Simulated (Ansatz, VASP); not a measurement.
## BN: VASP beside Ansatz

```xyz
2
Lattice="0.0000 1.8402 1.7586 1.8402 0.0000 1.7586 1.8402 1.8402 0.0000" Properties=species:S:1:pos:R:3 pbc="T T T"
B     0.0000    0.0000    0.0000
N     2.7603    2.7603    2.6379
```

Change from the starting cell: strain +0.015 along x and y, -0.030 along z, atoms carried along.

Alike in both runs: task single point; functional r2SCAN; k mesh 12 × 12 × 12; occupations gaussian, width 0.05 eV; no spin polarisation.

|  | VASP | Ansatz |
| --- | --- | --- |
| version | VASP 6.6.1 | Ansatz 0.2.0 |
| potentials or method | VASP PAW PBE potentials, release 64 (B, N), cutoff 520 eV | scalar-relativistic, plane waves, PAW |
| valence electrons in the cell | 8 | 8 |

Ansatz gave:

| Property | Result |
| --- | --- |
| gap on the k mesh at the Fermi level (eV) | 4.20 |
| least direct gap on the mesh (eV) | 9.05 |
| pressure (GPa) | -4.9 |
| traceless stress, the component that is largest in VASP (GPa) | 18.11 |

Task: Which values does VASP return?

Result: gap on the k mesh at the Fermi level (eV): 4.18; least direct gap on the mesh (eV): 9.01; pressure (GPa): -3.9; traceless stress, the component that is largest in VASP (GPa): 18.06.

VASP's potentials were made for PBE, not for r2SCAN. With one functional, cell and mesh, what is left measures potentials, basis and numerics.
